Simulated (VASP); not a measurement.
# TaTiSi4 (Amm2) in VASP: relaxation of cell and atoms with PBE

Aim: the relaxation of cell and atoms of TaTiSi4 with PBE.

All numbers are computed with VASP 6.6.1; they aren't measurements. Logs are shortened: lines on timing, memory, paths and dates and some standing lists are left out, and cuts for length are marked.

## Step 1: The cell of the first run

The structure is orthorhombic, space group Amm2 (No. 38). Conventional cell: a = 3.602 Å, b = 3.554 Å, c = 13.768 Å, α = 90.00°, β = 90.00°, γ = 90.00°. Within 3.7 Å of Ti (site symmetry mm2) lie 10 Si at 2.59 to 2.81 Å and 2 Ta at 3.43 Å and 4 Ti at 3.55 to 3.60 Å. Ta (site symmetry mm2) has 10 Si at 2.64 to 2.95 Å and 2 Ti at 3.43 Å and 4 Ta at 3.55 to 3.60 Å within 3.7 Å. Si (site symmetry mm2) has 6 Si at 2.42 to 3.30 Å and 4 Ta at 2.64 Å and 2 Ti at 2.81 Å within 3.3 Å. Within 3.2 Å of Si (site symmetry mm2) lie 6 Si at 2.42 to 3.10 Å and 4 Ti at 2.59 Å and 2 Ta at 2.95 Å. Si (site symmetry mm2) has 8 Si at 2.53 to 3.28 Å and 2 Ti at 2.64 Å and 2 Ta at 2.70 Å within 3.3 Å. Si (site symmetry mm2) has 8 Si at 2.53 to 3.30 Å and 2 Ti at 2.65 Å and 2 Ta at 2.69 Å within 3.3 Å.

## Step 2: Relaxation of cell and atoms, PBE

Input file INCAR:

```
PREC = Accurate ; ENCUT = 600
EDIFF = 1E-6 ; ISMEAR = 0
SIGMA = 0.1 ; LREAL = F
LASPH = T ; NELM = 100
ALGO = Normal ; ISIF = 3
LWAVE = F ; LCHARG = F
GGA = PE ; IBRION = 2
NSW = 100 ; EDIFFG = -0.01
```

Input file KPOINTS:

```
regular mesh
0
Gamma
  10 12 12
```

Input file POSCAR:

```
TaTiSi4
1.0
    3.6020675032      0.0000000000      0.0000000000
    0.0000000000      1.7770360543      6.8838240318
    0.0000000000     -1.7770360543      6.8838240318
Ti Ta Si
1 1 4
Direct
    0.5000000000      0.8956084446      0.8956084446
    0.0000000000      0.1073731485      0.1073731485
    0.5000000000      0.5534608338      0.5534608338
    0.0000000000      0.4363242862      0.4363242862
    0.5000000000      0.2533095361      0.2533095361
    0.0000000000      0.7539237507      0.7539237507
```

Potentials or basis: VASP PAW PBE potentials, release 64 (Ti_sv, Ta_pv, Si).

On the command line:

```bash
$ cat potpaw_PBE.64/Ti_sv/POTCAR potpaw_PBE.64/Ta_pv/POTCAR potpaw_PBE.64/Si/POTCAR > POTCAR
$ mpirun -np 1 vasp_std > vasp.out
```

OUTCAR:

```text
PREC = Accurate
   ENCUT = 600
   EDIFF = 1E-6
   ISMEAR = 0
   LREAL = F
   LASPH = T
   NELM = 100
   ISIF = 3
   GGA = PE
   IBRION = 2
   NSW = 100
   EDIFFG = -0.01

 ion  position               nearest neighbor table
   1  0.500  0.896  0.896-   4 2.59   4 2.59   4 2.59   4 2.59   5 2.64   5 2.64   6 2.65   6 2.65
                             3 2.81   3 2.81
   2  0.000  0.107  0.107-   3 2.64   3 2.64   3 2.64   3 2.64   6 2.69   6 2.69   5 2.70   5 2.70
                             4 2.95   4 2.95
   3  0.500  0.553  0.553-   4 2.42   4 2.42   2 2.64   2 2.64   2 2.64   2 2.64   1 2.81   1 2.81

   4  0.000  0.436  0.436-   3 2.42   3 2.42   1 2.59   1 2.59   1 2.59   1 2.59   2 2.95   2 2.95
                             6 3.08   6 3.08   5 3.10   5 3.10
   5  0.500  0.253  0.253-   6 2.53   6 2.53   6 2.53   6 2.53   1 2.64   1 2.64   2 2.70   2 2.70
                             4 3.10   4 3.10
   6  0.000  0.754  0.754-   5 2.53   5 2.53   5 2.53   5 2.53   1 2.65   1 2.65   2 2.69   2 2.69
                             4 3.08   4 3.08

  LATTYP: Found a base centered orthorhombic cell.
 ALAT       =     3.5540721086
 B/A-ratio  =     3.8737672289
 C/A-ratio  =     1.0135043390

  Lattice vectors:

 A1 = (   0.0000000000,   1.7770360543,  -6.8838240318)
 A2 = (   0.0000000000,   1.7770360543,   6.8838240318)
 A3 = (   3.6020675032,   0.0000000000,   0.0000000000)

Analysis of symmetry for initial positions (statically):
=====================================================================
 Subroutine PRICEL returns:
 Original cell was already a primitive cell.

 Routine SETGRP: Setting up the symmetry group for a
 base centered orthorhombic supercell.

 Subroutine GETGRP returns: Found  4 space group operations
 (whereof  4 operations were pure point group operations)
 out of a pool of  8 trial point group operations.

The static configuration has the point symmetry C_2v.

Analysis of symmetry for dynamics (positions and initial velocities):
=====================================================================
 Subroutine PRICEL returns:
 Original cell was already a primitive cell.

 Routine SETGRP: Setting up the symmetry group for a
 base centered orthorhombic supercell.

 Subroutine GETGRP returns: Found  4 space group operations
 (whereof  4 operations were pure point group operations)
 out of a pool of  8 trial point group operations.

The dynamic configuration has the point symmetry C_2v.

 Subroutine INISYM returns: Found  4 space group operations
 (whereof  4 operations are pure point group operations),
 and found     1 'primitive' translations

----------------------------------------------------------------------------------------

                                     Primitive cell

  volume of cell :      88.1268

  direct lattice vectors                    reciprocal lattice vectors
     3.602067503  0.000000000  0.000000000     0.277618340  0.000000000  0.000000000
     0.000000000  1.777036054  6.883824032     0.000000000  0.281367392  0.072634047
     0.000000000 -1.777036054  6.883824032     0.000000000 -0.281367392  0.072634047

  length of vectors
     3.602067503  7.109492980  7.109492980     0.277618340  0.290591318  0.290591318

  position of ions in fractional coordinates (direct lattice)
     0.500000000  0.895608445  0.895608445
     0.000000000  0.107373149  0.107373149
     0.500000000  0.553460834  0.553460834
     0.000000000  0.436324286  0.436324286
     0.500000000  0.253309536  0.253309536
     0.000000000  0.753923751  0.753923751

  ion indices of the primitive-cell ions
   primitive index   ion index
                 1           1
                 2           2
                 3           3
                 4           4
                 5           5
                 6           6

----------------------------------------------------------------------------------------

 KPOINTS: regular mesh

Automatic generation of k-mesh.
 Grid dimensions read from file:
 generate k-points for:   10   12   12

 Generating k-lattice:

  Cartesian coordinates                     Fractional coordinates (reciprocal lattice)
     0.027761834  0.000000000  0.000000000     0.100000000  0.000000000  0.000000000
     0.000000000  0.023447283  0.006052837     0.000000000  0.083333333 -0.000000000
     0.000000000 -0.023447283  0.006052837     0.000000000 -0.000000000  0.083333333

  Length of vectors
     0.027761834  0.024215943  0.024215943

  Shift w.r.t. Gamma in fractional coordinates (k-lattice)
     0.000000000  0.000000000  0.000000000

 Subroutine IBZKPT returns following result:
 ===========================================

 Found    258 irreducible k-points:

 Following reciprocal coordinates:
            Coordinates               Weight
  0.000000  0.000000  0.000000      1.000000
  0.100000  0.000000  0.000000      2.000000
  0.200000  0.000000  0.000000      2.000000
  0.300000  0.000000  0.000000      2.000000
  0.400000  0.000000  0.000000      2.000000
  0.500000  0.000000  0.000000      1.000000
[... 16 lines left out ...]
  0.400000  0.250000  0.000000      8.000000
  0.500000  0.250000  0.000000      4.000000
 [... further k-points ...]
   k-points           NKPTS =    258   k-points in BZ     NKDIM =    258   number of bands    NBANDS=     23
   number of dos      NEDOS =    301   number of ions     NIONS =      6
   total plane-waves  NPLWV = 108000
   dimension x,y,z NGX =    30 NGY =   60 NGZ =   60
   dimension x,y,z NGXF=    60 NGYF=  120 NGZF=  120
   ions per type =               1   1   4
   NGX,Y,Z   is equivalent  to a cutoff of  13.85, 14.03, 14.03 a.u.
   NGXF,Y,Z  is equivalent  to a cutoff of  27.69, 28.06, 28.06 a.u.
 SYSTEM =  unknown system
   PREC   = accura    normal or accurate (medium, high low for compatibility)
   ISTART =      0    job   : 0-new  1-cont  2-samecut
   ICHARG =      2    charge: 1-file 2-atom 10-const
   ISPIN  =      1    spin polarized calculation?
   LNONCOLLINEAR =      F non collinear calculations
   LSORBIT =      F    spin-orbit coupling
   LASPH  =      T    aspherical Exc in radial PAW
   ENCUT  =  600.0 eV  44.10 Ry    6.64 a.u.   7.19 14.20 14.20*2*pi/ulx,y,z
   NELM   =    100;   NELMIN=  2; NELMDL= -5     # of ELM steps
   EDIFF  = 0.1E-05   stopping-criterion for ELM
   LREAL  =      F    real-space projection
   EDIFFG = -.1E-01   stopping-criterion for IOM
   NSW    =    100    number of steps for IOM
   IBRION =      2    ionic relax: 0-MD 1-quasi-New 2-CG
   NFREE  =      1    steps in history (QN), initial steepest desc. (CG)
   ISIF   =      3    stress and relaxation
   ISYM   =      2    0-nonsym 1-usesym 2-fastsym
   POTIM  = 0.5000    time-step for ionic-motion
   TEBEG  =    0.0;   TEEND  =   0.0 temperature during run
   PSTRESS=    0.0 pullay stress
   NELECT =      39.0000    total number of electrons
   NUPDOWN=      -1.0000    fix difference up-down
   EMIN   =  10.00;   EMAX   =-10.00  energy-range for DOS
   EFERMI =   0.00;   METHOD = LEGACY
   ISMEAR =     0;   SIGMA  =   0.10  broadening in eV -4-tet -1-fermi 0-gaus
   EFERMI_NEDOS =   21; number of points for ismear=-14 and -15
   IALGO  =     38    algorithm
   IMIX   =      4    mixing-type and parameters
     AMIX     =   0.40;   BMIX     =  1.00
     AMIX_MAG =   1.60;   BMIX_MAG =  1.00
  volume/ion in A,a.u.               =      14.69        99.12
  Fermi-wavevector in a.u.,A,eV,Ry     =   1.247557  2.357541 21.176089  1.556399
  Thomas-Fermi vector in A             =   2.381684
   LORBIT       =      0    0 simple, 1 ext, 2 COOP (PROOUT), +10 PAW based schemes
   GGA     = PE    functional components
   LHFCALC =     F    Hartree Fock is set to
   AEXX    =    0.0000 exact exchange contribution
   IVDW    =     0    specifies the selected vdW correction
   LEPSILON=     F    determine dielectric tensor
   LRPA    =     F    only Hartree local field effects (RPA)
 conjugate gradient relaxation of ions
 non-spin polarized calculation
 Gauss-broadening in eV      SIGMA  =   0.10
  energy-cutoff  :      600.00
  volume of cell :       88.13
 maximum number of plane-waves:      2974
 NGX is ok and might be reduce to    30
   NGX = 15   NGY = 29   NGZ = 29

--------------------------------------- Ionic step        1  -------------------------------------------

 number of electron      39.0000002 magnetization

 Free energy of the ion-electron system (eV)
  ---------------------------------------------------
  ext. energy  EPLUGINS =         0.00000000
  ---------------------------------------------------
  free energy    TOTEN  =       -43.87142305 eV

  energy without entropy =      -43.85751835  energy(sigma->0) =      -43.86447070

------------------------ aborting loop because EDIFF is reached ----------------------------------------

  FORCE on cell =-STRESS in cart. coord.  units (eV):
  Direction    XX          YY          ZZ          XY          YZ          ZX
  --------------------------------------------------------------------------------------
  -------------------------------------------------------------------------------------
  Total       -0.3162497      0.0391397      0.1360920      0.0000000      0.0000000      0.0000000
  in kB       -5.7495363      0.7115751      2.4742037      0.0000000      0.0000000      0.0000000
  external PRESSURE =      -0.8545858 kB  Pullay stress =       0.0000000 kB
[... 101 lines left out ...]
  FREE ENERGIE OF THE ION-ELECTRON SYSTEM (eV)
  ---------------------------------------------------
  free  energy   TOTEN  =       -43.8720677812 eV

  energy  without entropy=      -43.8582121092  energy(sigma->0) =      -43.86513995

[... ionic steps 4 to 7 ...]

--------------------------------------- Ionic step        8  -------------------------------------------

 number of electron      39.0000002 magnetization

------------------------ aborting loop because EDIFF is reached ----------------------------------------
[... 75 lines left out ...]
--------------------------------------- Ionic step       10  -------------------------------------------

 number of electron      39.0000002 magnetization

 Free energy of the ion-electron system (eV)
  ---------------------------------------------------
  ext. energy  EPLUGINS =         0.00000000
  ---------------------------------------------------
  free energy    TOTEN  =       -43.87215972 eV

  energy without entropy =      -43.85832890  energy(sigma->0) =      -43.86524431

 E-fermi :  10.0235     XC(G=0): -11.7293

 val. band max:       10.0209636099   @ k =   0.3000   0.2500   0.0833
 cond. band min:      10.0246887590   @ k =   0.4000   0.2500   0.0833
 fundamental gap:      0.0037251490
 Fermi energy:        10.0234928263

 k-point     1 :       0.0000    0.0000    0.0000
  band No.  band energies     occupation
      1     -46.9439      2.00000
      2     -24.8817      2.00000
      3     -24.8753      2.00000
      4     -24.8457      2.00000
      5     -23.2895      2.00000
      6     -23.2561      2.00000
[... 613 lines left out ...]
     22      11.5573      0.00000
     23      11.9332      0.00000

 [... further k-points ...]

------------------------ aborting loop because EDIFF is reached ----------------------------------------

  FORCE on cell =-STRESS in cart. coord.  units (eV):
  Direction    XX          YY          ZZ          XY          YZ          ZX
  --------------------------------------------------------------------------------------
  -------------------------------------------------------------------------------------
  Total        0.0011875      0.0002117      0.0034650      0.0000000      0.0000000      0.0000000
  in kB        0.0215957      0.0038491      0.0630143      0.0000000      0.0000000      0.0000000
  external PRESSURE =       0.0294864 kB  Pullay stress =       0.0000000 kB
[... 21 lines left out ...]
  FREE ENERGIE OF THE ION-ELECTRON SYSTEM (eV)
  ---------------------------------------------------
  free  energy   TOTEN  =       -43.8721597158 eV

  energy  without entropy=      -43.8583288983  energy(sigma->0) =      -43.86524431

 reached required accuracy - stopping structural energy minimisation
```

Run time: 44 min. Hardware: 1 thread of Intel Xeon 6975P-C (Granite Rapids), shared host; peak memory 0.87 GiB.

What came out:

```yaml
Free_energy: -43.8722 eV
Relaxed_volume: 14.68 Å³/atom
Relaxed_cell: a = 3.592 Å, b = 7.120 Å, c = 7.120 Å, α = 28.94°, β = 90.00°, γ = 90.00°
Space_group_after_relaxing_to_0.1_Å: Amm2 (No. 38)
Energy_gained_by_relaxing: 0.1 meV/atom
Ionic_steps: 10
Pressure_after_relaxing: 0.0 GPa
Largest_force_after_relaxing: 0.004 eV/Å
Band_gap_on_the_k_mesh: zero (an odd number of electrons rules out a gap without spin polarisation)
```

Forces in eV/Å, atoms in the order of the input:
```
Ti   0.000  0.000 -0.001
Ta   0.000  0.000  0.001
Si   0.000  0.000  0.004
Si   0.000  0.000 -0.004
Si   0.000  0.000  0.003
Si   0.000  0.000 -0.003
```

The path:
```csv
step,energy change (eV),largest force (eV/Å),pressure (GPa),volume (Å³)
1,0.0000,0.0509,-0.09,88.13
2,-0.0006,0.0199,0.10,88.03
3,-0.0006,0.0206,0.14,88.02
4,-0.0007,0.0172,-0.09,88.16
5,-0.0007,0.0181,-0.04,88.12
6,-0.0007,0.0182,-0.05,88.11
7,-0.0007,0.0193,0.04,88.06
8,-0.0007,0.0184,0.00,88.11
9,-0.0007,0.0183,-0.01,88.11
10,-0.0007,0.0040,0.00,88.10
```

Final structure:
```xyz
6
Lattice="3.5920 0.0000 0.0000 0.0000 1.7789 6.8940 0.0000 -1.7789 6.8940" Properties=species:S:1:pos:R:3 pbc="T T T"
Ti    1.7960    0.0000   12.3480
Ta    0.0000    0.0000    1.4807
Si    1.7960    0.0000    7.6351
Si    0.0000    0.0000    6.0133
Si    1.7960    0.0000    3.4914
Si    0.0000    0.0000   10.3954
```

Caveat: spin-orbit coupling is left out, which moves the levels of the heavy elements.
